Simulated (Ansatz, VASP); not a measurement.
**One calculation of Al2Cu, two programs**

```xyz
6
Lattice="-3.0377 3.0377 2.4230 3.0377 -3.0377 2.4230 3.0377 3.0377 -2.4230" Properties=species:S:1:pos:R:3 pbc="T T T"
Al    0.9596    3.9974    0.0000
Al    2.0781    0.9596    0.0000
Al    2.0781   -0.9596    2.4230
Al    0.9596    2.0781    2.4230
Cu    0.0000    0.0000    1.2115
Cu    0.0000    0.0000    3.6345
```

Alike in both runs: functional PBE; k mesh 8 × 8 × 8; occupations fermi-dirac, width 0.1 eV; no spin polarisation.

Ansatz relaxed the structure, and its values are those at the end. VASP's run is a single point on that final structure, the one shown.

```csv
,VASP,Ansatz
version,VASP 6.6.1,Ansatz 0.2.0
potentials or method,"VASP PAW PBE potentials, release 64 (Al, Cu), cutoff 520 eV",PAW plane waves
valence electrons in the cell,34,50
```

VASP gave:

| Item | Value |
| --- | --- |
| gap on the k mesh at the Fermi level (eV) | none |
| pressure (GPa) | 0.2 |
| rms of the force components (eV/Å) | 0.003 |

**Question.** What did Ansatz give for the same quantities?

**Answer.** gap on the k mesh at the Fermi level (eV): none; pressure (GPa): 0.0; rms of the force components (eV/Å): 0.001.

A gap of «none» marks a metal or a gap that the smearing closes. The functional is the same, so the differences come from potentials, cutoffs and numerics. VASP's potentials hold 34 valence electrons a cell and Ansatz's 50, so a difference there can come from the potentials and not from the codes.
